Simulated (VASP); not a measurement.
# SiC (P6_3mc) in VASP: notebook

SiC is run at these levels: LDA; tasks: single point.

Program: VASP 6.6.1. These are calculated values, not measurements. Logs are shortened: lines on timing, memory, paths and dates and some standing lists are left out, and cuts for length are marked.

### 1 The cell of the first run

Symmetry: P6_3mc, No. 186, hexagonal system. The conventional cell has a = 3.016 Å, b = 3.016 Å, c = 5.152 Å, α = 90.00°, β = 90.00°, γ = 120.00°. Within 2.5 Å of Si (site symmetry 3m) lie 4 C at 1.86 to 1.92 Å. C (site symmetry 3m) has 4 Si at 1.86 to 1.92 Å within 2.5 Å.

### 2 Single point, LDA (volume 10.144 Å^3 an atom, c/a of the conventional cell 1.7084)

Contents of INCAR:

```
SYSTEM = SiC
PREC     = Accurate       ! precision mode
ENCUT    = 520            ! plane-wave cutoff, eV
EDIFF    = 1E-6           ! SCF threshold, eV
ISMEAR   = 0              ! smearing method
SIGMA    = 0.05           ! smearing width, eV
LREAL    = .FALSE.        ! projectors in reciprocal space
LASPH    = .TRUE.         ! aspherical terms in the spheres
NELM     = 60             ! most SCF steps
ALGO     = Normal         ! electronic algorithm
ISIF     = 2              ! what is computed and relaxed
LWAVE    = .FALSE.        ! write WAVECAR
LCHARG   = .TRUE.         ! write CHGCAR
LELF     = .TRUE.         ! ELF
LVHAR    = .TRUE.       
NBANDS   = 16             ! bands
```

Contents of KPOINTS:

```
regular mesh
0
G
  12 12 6
  0 0 0
```

Contents of POSCAR:

```
SiC
1.0
    3.0156514304      0.0000000000      0.0000000000
   -1.5078257152      2.6116307477      0.0000000000
    0.0000000000      0.0000000000      5.1519389038
Si C
2 2
Direct
    0.3333333333      0.6666666667      0.0066043625
    0.6666666667      0.3333333333      0.5066043625
    0.3333333333      0.6666666667      0.3783956375
    0.6666666667      0.3333333333      0.8783956375
```

Potentials or basis: VASP PAW LDA potentials, release 64 (Si, C).

The run is started by

```sh
> cat potpaw_LDA.64/Si/POTCAR potpaw_LDA.64/C/POTCAR > POTCAR
> mpirun -np 1 vasp_std > vasp.out
```

OUTCAR:

```text
SYSTEM = SiC
   PREC = Accurate
   ENCUT = 520
   EDIFF = 1E-6
   ISMEAR = 0
   LREAL = .FALSE.
   LASPH = .TRUE.
   NELM = 60
   ISIF = 2

 ion  position               nearest neighbor table
   1  0.333  0.667  0.007-   4 1.86   4 1.86   4 1.86   3 1.92   2 3.11   2 3.11   2 3.11   2 3.11
                             2 3.11   2 3.11
   2  0.667  0.333  0.507-   3 1.86   3 1.86   3 1.86   4 1.92   1 3.11   1 3.11   1 3.11   1 3.11
                             1 3.11   1 3.11
   3  0.333  0.667  0.378-   2 1.86   2 1.86   2 1.86   1 1.92
   4  0.667  0.333  0.878-   1 1.86   1 1.86   1 1.86   2 1.92

  LATTYP: Found a hexagonal cell.
 ALAT       =     3.0156514304
 C/A-ratio  =     1.7084000000

  Lattice vectors:

 A1 = (   3.0156514304,   0.0000000000,   0.0000000000)
 A2 = (  -1.5078257152,   2.6116307477,   0.0000000000)
 A3 = (   0.0000000000,   0.0000000000,   5.1519389038)

Analysis of symmetry for initial positions (statically):
=====================================================================
 Subroutine PRICEL returns:
 Original cell was already a primitive cell.

 Routine SETGRP: Setting up the symmetry group for a
 hexagonal supercell.

 Subroutine GETGRP returns: Found 12 space group operations
 (whereof  6 operations were pure point group operations)
 out of a pool of 24 trial point group operations.

The static configuration has the point symmetry C_3v.
 The point group associated with its full space group is C_6v.

Analysis of symmetry for dynamics (positions and initial velocities):
=====================================================================
 Subroutine PRICEL returns:
 Original cell was already a primitive cell.

 Routine SETGRP: Setting up the symmetry group for a
 hexagonal supercell.

 Subroutine GETGRP returns: Found 12 space group operations
 (whereof  6 operations were pure point group operations)
 out of a pool of 24 trial point group operations.

The dynamic configuration has the point symmetry C_3v.
 The point group associated with its full space group is C_6v.

 Subroutine INISYM returns: Found 12 space group operations
 (whereof  6 operations are pure point group operations),
 and found     1 'primitive' translations

----------------------------------------------------------------------------------------

                                     Primitive cell

  volume of cell :      40.5755

  direct lattice vectors                    reciprocal lattice vectors
     3.015651430  0.000000000  0.000000000     0.331603311  0.191451261  0.000000000
    -1.507825715  2.611630748  0.000000000     0.000000000  0.382902522  0.000000000
     0.000000000  0.000000000  5.151938904     0.000000000  0.000000000  0.194101681

  length of vectors
     3.015651430  3.015651430  5.151938904     0.382902522  0.382902522  0.194101681

  position of ions in fractional coordinates (direct lattice)
     0.333333333  0.666666667  0.006604362
     0.666666667  0.333333333  0.506604362
     0.333333333  0.666666667  0.378395637
     0.666666667  0.333333333  0.878395637

  ion indices of the primitive-cell ions
   primitive index   ion index
                 1           1
                 2           2
                 3           3
                 4           4

----------------------------------------------------------------------------------------

 KPOINTS: regular mesh

Automatic generation of k-mesh.
 Grid dimensions read from file:
 generate k-points for:   12   12    6

 Generating k-lattice:

  Cartesian coordinates                     Fractional coordinates (reciprocal lattice)
     0.027633609  0.015954272  0.000000000     0.083333333 -0.000000000  0.000000000
     0.000000000  0.031908544  0.000000000     0.000000000  0.083333333  0.000000000
     0.000000000  0.000000000  0.032350280     0.000000000  0.000000000  0.166666667

  Length of vectors
     0.031908544  0.031908544  0.032350280

  Shift w.r.t. Gamma in fractional coordinates (k-lattice)
     0.000000000  0.000000000  0.000000000

 Subroutine IBZKPT returns following result:
 ===========================================

 Found     76 irreducible k-points:

 Following reciprocal coordinates:
            Coordinates               Weight
  0.000000  0.000000  0.000000      1.000000
  0.083333 -0.000000  0.000000      6.000000
  0.166667  0.000000  0.000000      6.000000
  0.250000  0.000000  0.000000      6.000000
  0.333333 -0.000000  0.000000      6.000000
  0.416667 -0.000000  0.000000      6.000000
[... 16 lines left out ...]
  0.250000  0.000000  0.166667     12.000000
  0.333333 -0.000000  0.166667     12.000000
 [... further k-points ...]
   k-points           NKPTS =     76   k-points in BZ     NKDIM =     76   number of bands    NBANDS=     16
   number of dos      NEDOS =    301   number of ions     NIONS =      4
   total plane-waves  NPLWV =  23040
   dimension x,y,z NGX =    24 NGY =   24 NGZ =   40
   dimension x,y,z NGXF=    48 NGYF=   48 NGZF=   80
   ions per type =               2   2
   NGX,Y,Z   is equivalent  to a cutoff of  13.23, 13.23, 12.91 a.u.
   NGXF,Y,Z  is equivalent  to a cutoff of  26.46, 26.46, 25.81 a.u.
 SYSTEM =  SiC
   PREC   = accura    normal or accurate (medium, high low for compatibility)
   ISTART =      0    job   : 0-new  1-cont  2-samecut
   ICHARG =      2    charge: 1-file 2-atom 10-const
   ISPIN  =      1    spin polarized calculation?
   LNONCOLLINEAR =      F non collinear calculations
   LSORBIT =      F    spin-orbit coupling
   LASPH  =      T    aspherical Exc in radial PAW
   ENCUT  =  520.0 eV  38.22 Ry    6.18 a.u.   5.61  5.61  9.58*2*pi/ulx,y,z
   NELM   =     60;   NELMIN=  2; NELMDL= -5     # of ELM steps
   EDIFF  = 0.1E-05   stopping-criterion for ELM
   LREAL  =      F    real-space projection
   EDIFFG = 0.1E-04   stopping-criterion for IOM
   NSW    =      0    number of steps for IOM
   IBRION =     -1    ionic relax: 0-MD 1-quasi-New 2-CG
   NFREE  =      0    steps in history (QN), initial steepest desc. (CG)
   ISIF   =      2    stress and relaxation
   ISYM   =      2    0-nonsym 1-usesym 2-fastsym
   POTIM  = 0.5000    time-step for ionic-motion
   TEBEG  =    0.0;   TEEND  =   0.0 temperature during run
   PSTRESS=    0.0 pullay stress
   NELECT =      16.0000    total number of electrons
   NUPDOWN=      -1.0000    fix difference up-down
   EMIN   =  10.00;   EMAX   =-10.00  energy-range for DOS
   EFERMI =   0.00;   METHOD = LEGACY
   ISMEAR =     0;   SIGMA  =   0.05  broadening in eV -4-tet -1-fermi 0-gaus
   EFERMI_NEDOS =   21; number of points for ismear=-14 and -15
   IALGO  =     38    algorithm
   IMIX   =      4    mixing-type and parameters
     AMIX     =   0.40;   BMIX     =  1.00
     AMIX_MAG =   1.60;   BMIX_MAG =  1.00
  volume/ion in A,a.u.               =      10.14        68.45
  Fermi-wavevector in a.u.,A,eV,Ry     =   1.200495  2.268606 19.608550  1.441188
  Thomas-Fermi vector in A             =   2.336329
   LORBIT       =      0    0 simple, 1 ext, 2 COOP (PROOUT), +10 PAW based schemes
   GGA     = CA    functional components
   LHFCALC =     F    Hartree Fock is set to
   AEXX    =    0.0000 exact exchange contribution
   IVDW    =     0    specifies the selected vdW correction
   LEPSILON=     F    determine dielectric tensor
   LRPA    =     F    only Hartree local field effects (RPA)
 non-spin polarized calculation
 Gauss-broadening in eV      SIGMA  =   0.05
  energy-cutoff  :      520.00
  volume of cell :       40.58
 maximum number of plane-waves:      1123
 NGX is ok and might be reduce to    24
   NGX = 11   NGY = 11   NGZ = 19

 number of electron      15.9999998 magnetization

 Free energy of the ion-electron system (eV)
  ---------------------------------------------------
  ext. energy  EPLUGINS =         0.00000000
  ---------------------------------------------------
  free energy    TOTEN  =       -33.20557667 eV

  energy without entropy =      -33.20557667  energy(sigma->0) =      -33.20557667

 E-fermi :   8.8531     XC(G=0): -11.6365

 val. band max:        8.5573771341   @ k =   0.0000   0.0000   0.0000
 cond. band min:      10.3597893333   @ k =   0.3333   0.3333   0.0000
 fundamental gap:      1.8024121992
 Fermi energy:         8.8531312816

 k-point     1 :       0.0000    0.0000    0.0000
  band No.  band energies     occupation
      1      -7.1976      2.00000
      2      -3.8086      2.00000
      3      -0.5184      2.00000
      4       7.4080      2.00000
      5       7.4080      2.00000
      6       8.0236      2.00000
[... 8 lines left out ...]
     15      17.5609      0.00000
     16      19.5466      0.00000

 k-point     2 :       0.0833   -0.0000    0.0000
  band No.  band energies     occupation
      1      -7.0709      2.00000
      2      -3.6970      2.00000
      3      -0.3998      2.00000
      4       6.7132      2.00000
      5       7.1862      2.00000
      6       7.9665      2.00000
[... 8 lines left out ...]
     15      17.8630      0.00000
     16      18.9709      0.00000

 k-point     3 :       0.1667    0.0000    0.0000
  band No.  band energies     occupation
      1      -6.6937      2.00000
      2      -3.3698      2.00000
      3      -0.0520      2.00000
      4       5.1740      2.00000
      5       6.6877      2.00000
      6       6.9364      2.00000
[... 8 lines left out ...]
     15      18.1859      0.00000
     16      18.5358      0.00000

 k-point     4 :       0.2500    0.0000    0.0000
  band No.  band energies     occupation
      1      -6.0768      2.00000
      2      -2.8574      2.00000
      3       0.4866      2.00000
      4       3.4511      2.00000
      5       5.4887      2.00000
      6       6.1488      2.00000
[... 8 lines left out ...]
     15      18.6096      0.00000
     16      19.5365      0.00000
[... 324 lines left out ...]
 k-point    22 :       0.1667    0.0000    0.1667
  band No.  band energies     occupation
      1      -6.5653      2.00000
      2      -3.8607      2.00000
      3       0.6393      2.00000
      4       5.2795      2.00000
      5       6.5342      2.00000
      6       6.7704      2.00000
[... 8 lines left out ...]
     15      18.3916      0.00000
     16      18.7353      0.00000

 k-point    23 :       0.2500    0.0000    0.1667
  band No.  band energies     occupation
      1      -5.9503      2.00000
      2      -3.3184      2.00000
      3       1.0945      2.00000
      4       3.6132      2.00000
      5       5.1338      2.00000
      6       6.2385      2.00000
[... 8 lines left out ...]
     15      19.1169      0.00000
     16      19.4474      0.00000

 k-point    24 :       0.3333   -0.0000    0.1667
  band No.  band energies     occupation
      1      -5.1235      2.00000
      2      -2.6512      2.00000
      3       1.1345      2.00000
      4       2.6306      2.00000
      5       3.6293      2.00000
      6       5.7976      2.00000
[... 8 lines left out ...]
     15      19.6163      0.00000
     16      20.6882      0.00000

 [... further k-points ...]
[... 5 lines left out ...]
  --------------------------------------------------------------------------------------
  -------------------------------------------------------------------------------------
  Total        1.9305917      1.9305917     -3.3469563      0.0000000      0.0000000      0.0000000
  in kB       76.2320159     76.2320159   -132.1590791      0.0000000      0.0000000      0.0000000
  external PRESSURE =       6.7683176 kB  Pullay stress =       0.0000000 kB

 VOLUME and BASIS-vectors are now :
 -----------------------------------------------------------------------------
  energy-cutoff  :      520.00
  volume of cell :       40.58
      direct lattice vectors                 reciprocal lattice vectors
     3.015651430  0.000000000  0.000000000     0.331603311  0.191451261  0.000000000
    -1.507825715  2.611630748  0.000000000     0.000000000  0.382902522  0.000000000
     0.000000000  0.000000000  5.151938904     0.000000000  0.000000000  0.194101681

 POSITION                                       TOTAL-FORCE (eV/Angst)
 -----------------------------------------------------------------------------------
     -0.00000      1.74109      0.03403        -0.000000      0.000000     -0.007467
      1.50783      0.87054      2.60999        -0.000000     -0.000000     -0.007467
     -0.00000      1.74109      1.94947        -0.000000     -0.000000      0.007467
      1.50783      0.87054      4.52544         0.000000      0.000000      0.007467
 -----------------------------------------------------------------------------------
    total drift:                               -0.000000      0.000000      0.000401

  FREE ENERGIE OF THE ION-ELECTRON SYSTEM (eV)
  ---------------------------------------------------
  free  energy   TOTEN  =       -33.2055766655 eV

  energy  without entropy=      -33.2055766655  energy(sigma->0) =      -33.20557667
```

It took 29 s on 1 thread of Intel Xeon Platinum 8175M at 2.50GHz (Skylake/Cascade Lake), shared host; peak memory 0.16 GiB.

What came out:

| Quantity | Value |
| --- | --- |
| Free energy | -33.2056 eV |
| Pressure | 0.7 GPa |
| Largest force | 0.007 eV/Å |
| Band gap on the k mesh | 1.80 eV, indirect (least direct gap 4.22 eV) |

Forces in eV/Å, atoms in the order of the input:
```
Si   0.000  0.000 -0.007
Si   0.000  0.000 -0.007
C    0.000  0.000  0.007
C    0.000  0.000  0.007
```

Stress tensor (GPa, compression positive):
```
  7.62   0.00   0.00
  0.00   7.62   0.00
  0.00   0.00 -13.22
```

 A k mesh can miss the band edges.

[end of part 1 of 2]
